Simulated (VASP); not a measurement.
Runs of VASP 6.6.1 on CaO. The structure is that of space group R-3m (No. 166), or close to it. The cells are those of the table. 

```tsv
cell	gap on the mesh (eV)	pressure (GPa)
a = 4.363 Å, angles 38.9°, 2 atoms	none	-2.8
a = 3.385 Å, angles 63.2°, 2 atoms	3.46	-3.7
a = 3.707 Å, angles 52.2°, 2 atoms	3.02	-4.3
a = 4.761 Å, angles 33.6°, 2 atoms	none	0.7
a = 3.176 Å, angles 75.3°, 2 atoms	3.04	(a)
a = 3.109 Å, angles 82.7°, 2 atoms	3.15	-9.7
a = 3.301 Å, angles 67.3°, 2 atoms	(b)	-4.3
a = 3.978 Å, angles 45.7°, 2 atoms	1.08	-5.1
```

Alike in all rows: task single point; level PBE; potentials or basis VASP PAW PBE potentials, release 64 (Ca_sv, O); no spin polarisation; k mesh 10 × 10 × 10; cutoff (eV) 520; smearing gaussian 0.05 eV.

Q: Estimate the missing entries.

A: (a) -6.8; (b) 3.24.

A k mesh can miss the band edges.

A gap of «none» marks levels without a gap at the run's occupations.
